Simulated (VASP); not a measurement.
# MnS (Fm-3m) in VASP: further runs

The runs below take MnS through single point, with PBE.

All numbers are computed with VASP 6.6.1; they aren't measurements. Logs are shortened: lines on timing, memory, paths and dates and some standing lists are left out, and cuts for length are marked.

## 1. The cell of the first run

It takes space group Fm-3m (No. 225, cubic). The conventional cell has a = 5.224 Å, b = 5.224 Å, c = 5.224 Å, α = 90.00°, β = 90.00°, γ = 90.00°. Mn (site symmetry m-3m) has 6 S at 2.61 Å within 3.4 Å. S (site symmetry m-3m) has 6 Mn at 2.61 Å within 3.4 Å.

## 2. Single point, PBE, collinear spin, antiferromagnetic start

INCAR reads:

```
SYSTEM = MnS
PREC = Accurate ; ENCUT = 520
EDIFF = 1E-6 ; ISMEAR = -1
SIGMA = 0.05 ; LREAL = .False.
LASPH = .True. ; NELM = 150
ALGO = Normal ; ISIF = 2
LWAVE = .False. ; LCHARG = .False.
ISPIN = 2 ; MAGMOM = 4.5 -4.5 0 0
LORBIT = 11 ; LMAXMIX = 4
GGA = PE ; NBANDS = 31
ISYM = 0
```

KPOINTS reads:

```
regular mesh
0
Gamma
  3 6 6
  0 0 0
```

POSCAR reads:

```
MnS
1.0
    0.0000000000      5.2245000000      5.2245000000
    2.6122500000      0.0000000000      2.6122500000
    2.6122500000      2.6122500000      0.0000000000
Mn S
2 2
Direct
    0.0000000000      0.0000000000      0.0000000000
    0.5000000000      0.0000000000      0.0000000000
    0.2500000000      0.5000000000      0.5000000000
    0.7500000000      0.5000000000      0.5000000000
```

Potentials or basis: VASP PAW PBE potentials, release 64 (Mn_pv, S).

The run is started by

```bash
$ cat potpaw_PBE.64/Mn_pv/POTCAR potpaw_PBE.64/S/POTCAR > POTCAR
$ mpirun -np 1 vasp_std > vasp.out
```

OUTCAR:

```text
SYSTEM = MnS
   PREC = Accurate
   ENCUT = 520
   EDIFF = 1E-6
   ISMEAR = -1
   LREAL = .False.
   LASPH = .True.
   NELM = 150
   ISIF = 2
   ISPIN = 2
   LORBIT = 11
   GGA = PE
   ISYM = 0

 ion  position               nearest neighbor table
   1  0.000  0.000  0.000-   4 2.61   3 2.61   4 2.61   3 2.61   4 2.61   3 2.61
   2  0.500  0.000  0.000-   3 2.61   3 2.61   4 2.61   3 2.61   4 2.61   4 2.61
   3  0.250  0.500  0.500-   1 2.61   1 2.61   2 2.61   1 2.61   2 2.61   2 2.61
   4  0.750  0.500  0.500-   2 2.61   1 2.61   2 2.61   1 2.61   2 2.61   1 2.61

IMPORTANT INFORMATION: All symmetrisations will be switched off!
NOSYMM: (Re-)initialisation of all symmetry stuff for point group C_1.

----------------------------------------------------------------------------------------

                                     Primitive cell

  volume of cell :      71.3024

  direct lattice vectors                    reciprocal lattice vectors
     0.000000000  5.224500000  5.224500000    -0.095702938  0.095702938  0.095702938
     2.612250000  0.000000000  2.612250000     0.191405876 -0.191405876  0.191405876
     2.612250000  2.612250000  0.000000000     0.191405876  0.191405876 -0.191405876

  length of vectors
     7.388558757  3.694279378  3.694279378     0.165762351  0.331524702  0.331524702

  position of ions in fractional coordinates (direct lattice)
     0.000000000  0.000000000  0.000000000
     0.500000000  0.000000000  0.000000000
     0.250000000  0.500000000  0.500000000
     0.750000000  0.500000000  0.500000000

  ion indices of the primitive-cell ions
   primitive index   ion index
                 1           1
                 2           2
                 3           3
                 4           4

----------------------------------------------------------------------------------------

 KPOINTS: regular mesh

Automatic generation of k-mesh.
 Grid dimensions read from file:
 generate k-points for:    3    6    6

 Generating k-lattice:

  Cartesian coordinates                     Fractional coordinates (reciprocal lattice)
    -0.031900979  0.031900979  0.031900979     0.333333333  0.000000000  0.000000000
     0.031900979 -0.031900979  0.031900979     0.000000000  0.166666667  0.000000000
     0.031900979  0.031900979 -0.031900979     0.000000000  0.000000000  0.166666667

  Length of vectors
     0.055254117  0.055254117  0.055254117

  Shift w.r.t. Gamma in fractional coordinates (k-lattice)
     0.000000000  0.000000000  0.000000000

 -----------------------------------------------------------------------------
|                                                                             |
|           W    W    AA    RRRRR   N    N  II  N    N   GGGG   !!!           |
|           W    W   A  A   R    R  NN   N  II  NN   N  G    G  !!!           |
|           W    W  A    A  R    R  N N  N  II  N N  N  G       !!!           |
|           W WW W  AAAAAA  RRRRR   N  N N  II  N  N N  G  GGG   !            |
|           WW  WW  A    A  R   R   N   NN  II  N   NN  G    G                |
|           W    W  A    A  R    R  N    N  II  N    N   GGGG   !!!           |
|                                                                             |
|     Your reciprocal lattice and k-lattice belong to different lattice       |
|     classes:                                                                |
|                                                                             |
|        The reciprocal lattice is rhombohedral (trigonal),                   |
|        whereas your k-lattice is body-centered cubic.                       |
|                                                                             |
|     Results are often still useful ...                                      |
|                                                                             |
 -----------------------------------------------------------------------------

 Subroutine IBZKPT returns following result:
 ===========================================

 Found     56 irreducible k-points:

 Following reciprocal coordinates:
            Coordinates               Weight
  0.000000  0.000000  0.000000      1.000000
  0.333333  0.000000  0.000000      2.000000
  0.000000  0.166667  0.000000      2.000000
  0.000000  0.000000 -0.166667      2.000000
  0.333333  0.166667  0.166667      2.000000
  0.333333  0.166667  0.000000      2.000000
[... 16 lines left out ...]
  0.000000  0.500000  0.500000      1.000000
  0.333333  0.500000  0.000000      2.000000
 [... further k-points ...]
   k-points           NKPTS =     56   k-points in BZ     NKDIM =     56   number of bands    NBANDS=     31
   number of dos      NEDOS =    301   number of ions     NIONS =      4
   total plane-waves  NPLWV =  43904
   dimension x,y,z NGX =    56 NGY =   28 NGZ =   28
   dimension x,y,z NGXF=   112 NGYF=   56 NGZF=   56
   ions per type =               2   2
   NGX,Y,Z   is equivalent  to a cutoff of  12.60, 12.60, 12.60 a.u.
   NGXF,Y,Z  is equivalent  to a cutoff of  25.20, 25.20, 25.20 a.u.
 SYSTEM =  MnS
   PREC   = accura    normal or accurate (medium, high low for compatibility)
   ISTART =      0    job   : 0-new  1-cont  2-samecut
   ICHARG =      2    charge: 1-file 2-atom 10-const
   ISPIN  =      2    spin polarized calculation?
   LNONCOLLINEAR =      F non collinear calculations
   LSORBIT =      F    spin-orbit coupling
   LASPH  =      T    aspherical Exc in radial PAW
   ENCUT  =  520.0 eV  38.22 Ry    6.18 a.u.  13.74  6.87  6.87*2*pi/ulx,y,z
   NELM   =    150;   NELMIN=  2; NELMDL= -5     # of ELM steps
   EDIFF  = 0.1E-05   stopping-criterion for ELM
   LREAL  =      F    real-space projection
   EDIFFG = 0.1E-04   stopping-criterion for IOM
   NSW    =      0    number of steps for IOM
   IBRION =     -1    ionic relax: 0-MD 1-quasi-New 2-CG
   NFREE  =      0    steps in history (QN), initial steepest desc. (CG)
   ISIF   =      2    stress and relaxation
   ISYM   =      0    0-nonsym 1-usesym 2-fastsym
   POTIM  = 0.5000    time-step for ionic-motion
   TEBEG  =    0.0;   TEEND  =   0.0 temperature during run
   PSTRESS=    0.0 pullay stress
   NELECT =      38.0000    total number of electrons
   NUPDOWN=      -1.0000    fix difference up-down
   EMIN   =  10.00;   EMAX   =-10.00  energy-range for DOS
   EFERMI =   0.00;   METHOD = LEGACY
   ISMEAR =    -1;   SIGMA  =   0.05  broadening in eV -4-tet -1-fermi 0-gaus
   EFERMI_NEDOS =   21; number of points for ismear=-14 and -15
   IALGO  =     38    algorithm
   IMIX   =      4    mixing-type and parameters
     AMIX     =   0.40;   BMIX     =  1.00
     AMIX_MAG =   1.60;   BMIX_MAG =  1.00
  volume/ion in A,a.u.               =      17.83       120.29
  Fermi-wavevector in a.u.,A,eV,Ry     =   1.327297  2.508227 23.969603  1.761716
  Thomas-Fermi vector in A             =   2.456619
   LORBIT       =     11    0 simple, 1 ext, 2 COOP (PROOUT), +10 PAW based schemes
   GGA     = PE    functional components
   LHFCALC =     F    Hartree Fock is set to
   AEXX    =    0.0000 exact exchange contribution
   IVDW    =     0    specifies the selected vdW correction
   LEPSILON=     F    determine dielectric tensor
   LRPA    =     F    only Hartree local field effects (RPA)
 spin polarized calculation
  energy-cutoff  :      520.00
  volume of cell :       71.30
 maximum number of plane-waves:      1942
   NGX = 27   NGY = 13   NGZ = 13

 number of electron      37.9999975 magnetization      -0.0000000

 number of electron      37.9999975 magnetization       0.0000000

 Free energy of the ion-electron system (eV)
  ---------------------------------------------------
  ext. energy  EPLUGINS =         0.00000000
  ---------------------------------------------------
  free energy    TOTEN  =       -28.38919549 eV

  energy without entropy =      -28.38919287  energy(sigma->0) =      -28.38919418

 E-fermi :   6.4223     XC(G=0): -10.5850

 val. band max:        5.8915407422   @ k =   0.3333   0.0000   0.0000
 cond. band min:       6.9945339782   @ k =   0.0000   0.5000   0.0000
 fundamental gap:      1.1029932360
 Fermi energy:         6.4222816749

 spin component 1

 k-point     1 :       0.0000    0.0000    0.0000
  band No.  band energies     occupation
      1     -44.0558      1.00000
      2     -44.0543      1.00000
      3     -44.0543      1.00000
      4     -39.5356      1.00000
      5     -39.5356      1.00000
      6     -39.5199      1.00000
[... 23 lines left out ...]
     30      15.6554      0.00000
     31      15.6723      0.00000

 k-point     2 :       0.3333    0.0000    0.0000
  band No.  band energies     occupation
      1     -44.0558      1.00000
      2     -44.0543      1.00000
      3     -44.0543      1.00000
      4     -39.5356      1.00000
      5     -39.5356      1.00000
      6     -39.5199      1.00000
[... 23 lines left out ...]
     30      14.6607      0.00000
     31      15.1876      0.00000

 k-point     3 :       0.0000    0.1667    0.0000
  band No.  band energies     occupation
      1     -44.0557      1.00000
      2     -44.0556      1.00000
      3     -44.0547      1.00000
      4     -39.5376      1.00000
      5     -39.5361      1.00000
      6     -39.5196      1.00000
[... 703 lines left out ...]
     30      15.7189      0.00000
     31      16.9051      0.00000

 k-point    24 :       0.3333    0.5000    0.0000
  band No.  band energies     occupation
      1     -44.0600      1.00000
      2     -44.0558      1.00000
      3     -44.0551      1.00000
      4     -39.5436      1.00000
      5     -39.5376      1.00000
      6     -39.5188      1.00000
[... 23 lines left out ...]
     30      15.1427      0.00000
     31      15.3226      0.00000

 [... further k-points ...]

 spin component 2

 k-point     1 :       0.0000    0.0000    0.0000
  band No.  band energies     occupation
      1     -44.0558      1.00000
      2     -44.0543      1.00000
      3     -44.0543      1.00000
      4     -39.5356      1.00000
      5     -39.5356      1.00000
      6     -39.5199      1.00000
[... 23 lines left out ...]
     30      15.6554      0.00000
     31      15.6585      0.00000

 k-point     2 :       0.3333    0.0000    0.0000
  band No.  band energies     occupation
      1     -44.0558      1.00000
      2     -44.0543      1.00000
      3     -44.0543      1.00000
      4     -39.5356      1.00000
      5     -39.5356      1.00000
      6     -39.5199      1.00000
[... 23 lines left out ...]
     30      14.6607      0.00000
     31      15.1876      0.00000

 k-point     3 :       0.0000    0.1667    0.0000
  band No.  band energies     occupation
      1     -44.0557      1.00000
      2     -44.0556      1.00000
      3     -44.0547      1.00000
      4     -39.5376      1.00000
      5     -39.5361      1.00000
      6     -39.5197      1.00000
[... 703 lines left out ...]
     30      15.7189      0.00000
     31      16.9051      0.00000

 k-point    24 :       0.3333    0.5000    0.0000
  band No.  band energies     occupation
      1     -44.0600      1.00000
      2     -44.0558      1.00000
      3     -44.0550      1.00000
      4     -39.5436      1.00000
      5     -39.5377      1.00000
      6     -39.5188      1.00000
[... 23 lines left out ...]
     30      15.1427      0.00000
     31      15.3226      0.00000

 [... further k-points ...]

------------------------ aborting loop because EDIFF is reached ----------------------------------------

  FORCE on cell =-STRESS in cart. coord.  units (eV):
  Direction    XX          YY          ZZ          XY          YZ          ZX
  --------------------------------------------------------------------------------------
  -------------------------------------------------------------------------------------
  Total       -1.6594477     -1.6594259     -1.6594430      0.0982086     -0.0981341      0.0982080
  in kB      -37.2880729    -37.2875835    -37.2879675      2.2067640     -2.2050899      2.2067508
  external PRESSURE =     -37.2878746 kB  Pullay stress =       0.0000000 kB

 VOLUME and BASIS-vectors are now :
 -----------------------------------------------------------------------------
  energy-cutoff  :      520.00
  volume of cell :       71.30
      direct lattice vectors                 reciprocal lattice vectors
     0.000000000  5.224500000  5.224500000    -0.095702938  0.095702938  0.095702938
     2.612250000  0.000000000  2.612250000     0.191405876 -0.191405876  0.191405876
     2.612250000  2.612250000  0.000000000     0.191405876  0.191405876 -0.191405876

 POSITION                                       TOTAL-FORCE (eV/Angst)
 -----------------------------------------------------------------------------------
      0.00000      0.00000      0.00000         0.000000     -0.000000     -0.000000
      0.00000      2.61225      2.61225        -0.000000      0.000000      0.000000
      2.61225      2.61225      2.61225        -0.000002      0.000000      0.000001
      2.61225      5.22450      5.22450         0.000002     -0.000001     -0.000001
 -----------------------------------------------------------------------------------
    total drift:                                0.000000     -0.000000     -0.000000

  FREE ENERGIE OF THE ION-ELECTRON SYSTEM (eV)
  ---------------------------------------------------
  free  energy   TOTEN  =       -28.3891954897 eV

  energy  without entropy=      -28.3891928747  energy(sigma->0) =      -28.38919418

 total charge

# of ion       s       p       d       tot
------------------------------------------
    1        0.207   6.154   4.945  11.306
    2        0.207   6.154   4.945  11.306
    3        1.326   2.404   0.000   3.729
    4        1.326   2.404   0.000   3.729
--------------------------------------------------
tot          3.066  17.116   9.890  30.072

 magnetization (x)

# of ion       s       p       d       tot
------------------------------------------
    1        0.019   0.015   4.176   4.210
    2       -0.019  -0.015  -4.176  -4.210
    3       -0.000   0.000   0.000   0.000
    4       -0.000   0.000   0.000   0.000
--------------------------------------------------
tot          0.000   0.000  -0.000   0.000
```

It took 3.5 min on 1 thread of Intel Xeon Platinum 8488C (Sapphire Rapids), shared host; peak memory 0.34 GiB.

What came out:

| Quantity | Value |
| --- | --- |
| Free energy | -28.3892 eV |
| Pressure | -3.7 GPa |
| Band gap on the k mesh | 1.10 eV |
| Net moment | 0.00 μB per cell |
| Site moments | Mn +4.21, -4.21; S +0.00 μB |
| Valence electrons inside the program's atomic spheres | Mn 11.31; S 3.73 |

Levels at points of the mesh, in eV from the valence-band top:
Spin up:
```
           k point  band 15  band 16  band 17  band 18  band 19  band 20  band 21  band 22  band 23  band 24
(0.00, 0.00, 0.00)    -1.09    -1.09    -1.08    -0.96    -0.96     1.55     1.55     1.64     2.82     2.95
(0.00, 0.50, 0.00)    -2.63    -2.09    -1.92    -0.72    -0.27     1.10     2.10     2.13     2.23     3.09
(0.00, 0.00, 0.50)    -2.63    -2.09    -1.92    -0.72    -0.27     1.10     2.10     2.13     2.23     3.09
(0.00, 0.50, 0.50)    -2.63    -2.09    -1.93    -0.72    -0.27     1.10     2.10     2.13     2.23     3.09
```
Spin down:
```
           k point  band 17  band 18  band 19  band 20  band 21  band 22
(0.00, 0.00, 0.00)    -1.08    -0.96    -0.96     1.55     1.55     1.64
(0.00, 0.50, 0.00)    -1.92    -0.72    -0.27     1.10     2.10     2.13
(0.00, 0.00, 0.50)    -1.92    -0.72    -0.27     1.10     2.10     2.13
(0.00, 0.50, 0.50)    -1.92    -0.72    -0.27     1.10     2.10     2.13
```

(Continued in part 2 of 2.)
